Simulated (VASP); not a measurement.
# K2BF6 (Fm-3m) in VASP: a series of runs, part 2 of 2

VASP 6.6.1. The steps go on from the part before.

## 3. Single point, PBE

Input file INCAR:

```
SYSTEM = K2BF6
PREC = Accurate ; ENCUT = 600
EDIFF = 1E-6 ; ISMEAR = -1
SIGMA = 0.0119 ; LREAL = .FALSE.
LASPH = .TRUE. ; NELM = 120
ALGO = Normal ; ISIF = 2
LWAVE = .FALSE. ; LCHARG = .TRUE.
GGA = PE ; LELF = .TRUE.
LVHAR = .TRUE. ; NBANDS = 42
GGA_COMPAT = .FALSE.
```

Input file KPOINTS:

```
Automatic mesh
0
G
  4 4 4
  0 0 0
```

Input file POSCAR:

```
K2BF6
1.0
    0.0000000000      4.0133730000      4.0133730000
    4.0133730000      0.0000000000      4.0133730000
    4.0133730000      4.0133730000      0.0000000000
F B K
6 1 2
Direct
    0.7932500000      0.2067500000      0.2067500000
    0.2067500000      0.7932500000      0.2067500000
    0.2067500000      0.7932500000      0.7932500000
    0.7932500000      0.2067500000      0.7932500000
    0.2067500000      0.2067500000      0.7932500000
    0.7932500000      0.7932500000      0.2067500000
    0.0000000000      0.0000000000      0.0000000000
    0.2500000000      0.2500000000      0.2500000000
    0.7500000000      0.7500000000      0.7500000000
```

Potentials or basis: VASP PAW PBE potentials, release 64 (F, B, K_sv).

Started as:

```
> cat potpaw_PBE.64/F/POTCAR potpaw_PBE.64/B/POTCAR potpaw_PBE.64/K_sv/POTCAR > POTCAR
> mpirun -np 1 vasp_std > vasp.out
```

OUTCAR:

```text
SYSTEM = K2BF6
   PREC = Accurate
   ENCUT = 600
   EDIFF = 1E-6
   ISMEAR = -1
   LREAL = .FALSE.
   LASPH = .TRUE.
   NELM = 120
   ISIF = 2
   GGA = PE

 ion  position               nearest neighbor table
   1  0.793  0.207  0.207-   7 1.66
   2  0.207  0.793  0.207-   7 1.66
   3  0.207  0.793  0.793-   7 1.66
   4  0.793  0.207  0.793-   7 1.66
   5  0.207  0.207  0.793-   7 1.66
   6  0.793  0.793  0.207-   7 1.66
   7  0.000  0.000  0.000-   1 1.66   2 1.66   3 1.66   4 1.66   5 1.66   6 1.66
   8  0.250  0.250  0.250-
   9  0.750  0.750  0.750-

[... 553 lines left out ...]
  Total       -2.1022108     -2.1022108     -2.1022108     -0.0000000     -0.0000000      0.0000000
  in kB      -26.0512323    -26.0512323    -26.0512323     -0.0000000     -0.0000000      0.0000000
  external PRESSURE =     -26.0512323 kB  Pullay stress =       0.0000000 kB

 VOLUME and BASIS-vectors are now :
 -----------------------------------------------------------------------------
  energy-cutoff  :      600.00
  volume of cell :      129.29
      direct lattice vectors                 reciprocal lattice vectors
     0.000000000  4.013373000  4.013373000    -0.124583486  0.124583486  0.124583486
     4.013373000  0.000000000  4.013373000     0.124583486 -0.124583486  0.124583486
     4.013373000  4.013373000  0.000000000     0.124583486  0.124583486 -0.124583486

 POSITION                                       TOTAL-FORCE (eV/Angst)
 -----------------------------------------------------------------------------------
      1.65953      4.01337      4.01337        -0.792245     -0.000000      0.000000
      4.01337      1.65953      4.01337         0.000000     -0.792245      0.000000
      6.36722      4.01337      4.01337         0.792245     -0.000000      0.000000
      4.01337      6.36722      4.01337         0.000000      0.792245      0.000000
      4.01337      4.01337      1.65953         0.000000     -0.000000     -0.792245
      4.01337      4.01337      6.36722         0.000000     -0.000000      0.792245
      0.00000      0.00000      0.00000         0.000000     -0.000000      0.000000
      2.00669      2.00669      2.00669         0.000000     -0.000000      0.000000
      6.02006      6.02006      6.02006         0.000000     -0.000000     -0.000000
 -----------------------------------------------------------------------------------
    total drift:                                0.000000      0.000000      0.000000

  FREE ENERGIE OF THE ION-ELECTRON SYSTEM (eV)
  ---------------------------------------------------
  free  energy   TOTEN  =       -40.1768906345 eV

  energy  without entropy=      -40.1638952559  energy(sigma->0) =      -40.17039295
```

OSZICAR:

```text
N       E                     dE             d eps       ncg     rms          rms(c)
DAV:   1     0.563821036667E+03    0.56382E+03   -0.36969E+04   672   0.161E+03
DAV:   2    -0.646629800211E+01   -0.57029E+03   -0.55231E+03   824   0.416E+02
DAV:   3    -0.398157765054E+02   -0.33349E+02   -0.33127E+02   828   0.976E+01
DAV:   4    -0.423107860262E+02   -0.24950E+01   -0.24898E+01  1184   0.157E+01
DAV:   5    -0.423277254945E+02   -0.16939E-01   -0.16938E-01   856   0.156E+00    0.959E+00
DAV:   6    -0.401711427366E+02    0.21566E+01   -0.84729E+00   806   0.145E+01    0.394E+00
DAV:   7    -0.401692796571E+02    0.18631E-02   -0.31933E-01   936   0.277E+00    0.248E+00
DAV:   8    -0.401747891439E+02   -0.55095E-02   -0.65505E-02   820   0.182E+00    0.236E-01
DAV:   9    -0.401760838295E+02   -0.12947E-02   -0.95992E-03  1072   0.478E-01    0.159E-01
DAV:  10    -0.401767086781E+02   -0.62485E-03   -0.47252E-04   884   0.133E-01    0.630E-02
DAV:  11    -0.401768928160E+02   -0.18414E-03   -0.19161E-04   888   0.959E-02    0.154E-02
DAV:  12    -0.401768902488E+02    0.25673E-05   -0.58585E-06   784   0.168E-02    0.549E-03
DAV:  13    -0.401768906345E+02   -0.38577E-06   -0.22551E-06   728   0.881E-03
   1 F= -.40176891E+02 E0= -.40170393E+02  d E =-.129954E-01
```

It took 2.7 min on 1 thread of Intel Xeon 8259CL, shared host; peak memory 0.33 GiB.

Results:

```yaml
Free_energy: -40.1769 eV
Pressure: -2.6 GPa
Largest_force: 0.792 eV/Å
Band_gap_on_the_k_mesh: zero (an odd number of electrons rules out a gap without spin polarisation)
```

Forces in eV/Å, atoms in the order of the input:
```
F   -0.792  0.000  0.000
F    0.000 -0.792  0.000
F    0.792  0.000  0.000
F    0.000  0.792  0.000
F    0.000  0.000 -0.792
F    0.000  0.000  0.792
B    0.000  0.000  0.000
K    0.000  0.000  0.000
K    0.000  0.000  0.000
```

Caveat: an odd number of electrons without spin polarisation forces a metal; a magnetic or distorted state may lie lower.

## 4. Single point, PBE

Input file INCAR:

```
PREC = Accurate
ENCUT = 600
EDIFF = 1E-6
ISMEAR = -1
SIGMA = 0.0119
LREAL = False
LASPH = True
NELM = 120
ALGO = Normal
ISIF = 2
LWAVE = False
LCHARG = True
GGA = PE
LELF = True
LVHAR = True
NBANDS = 42
ISYM = 0
GGA_COMPAT = False
```

Input file KPOINTS:

```
regular mesh
0
Gamma
  4 4 4
```

POSCAR is that of step 3.

Started as:

```
> cat potpaw_PBE.64/F/POTCAR potpaw_PBE.64/B/POTCAR potpaw_PBE.64/K_sv/POTCAR > POTCAR
> mpirun -np 1 vasp_std > vasp.out
```

It took 11 min on 1 thread of Intel Xeon 8259CL, shared host; peak memory 0.43 GiB.

It converged, with:

```yaml
Free_energy: -40.1769 eV
Pressure: -2.6 GPa
Largest_force: 0.792 eV/Å
Band_gap_on_the_k_mesh: zero (an odd number of electrons rules out a gap without spin polarisation)
```

Forces in eV/Å, atoms in the order of the input:
```
F   -0.792  0.000  0.000
F    0.000 -0.792  0.000
F    0.792  0.000  0.000
F    0.000  0.792  0.000
F    0.000  0.000 -0.792
F    0.000  0.000  0.792
B    0.000  0.000  0.000
K    0.000  0.000  0.000
K    0.000  0.000  0.000
```

Levels at points of the mesh, in eV from the Fermi level:
```tsv
k point	band 30	band 31	band 32	band 33	band 34	band 35
(0.00, 0.00, 0.00)	0.05	0.05	0.05	7.56	10.48	10.48
(0.50, 0.00, 0.00)	-0.07	-0.07	-0.03	9.48	9.73	11.50
(0.00, 0.50, 0.00)	-0.07	-0.07	-0.03	9.48	9.73	11.50
(0.00, 0.00, 0.50)	-0.07	-0.07	-0.03	9.48	9.73	11.50
(0.50, 0.50, 0.50)	-0.07	-0.07	-0.03	9.48	9.73	11.50
(0.50, 0.50, 0.00)	-0.18	-0.18	0.04	10.03	10.28	11.05
(0.00, 0.50, 0.50)	-0.18	-0.18	0.04	10.03	10.28	11.05
(0.50, 0.00, 0.50)	-0.18	-0.18	0.04	10.03	10.28	11.05
```

Caveat: an odd number of electrons without spin polarisation forces a metal; a magnetic or distorted state may lie lower.
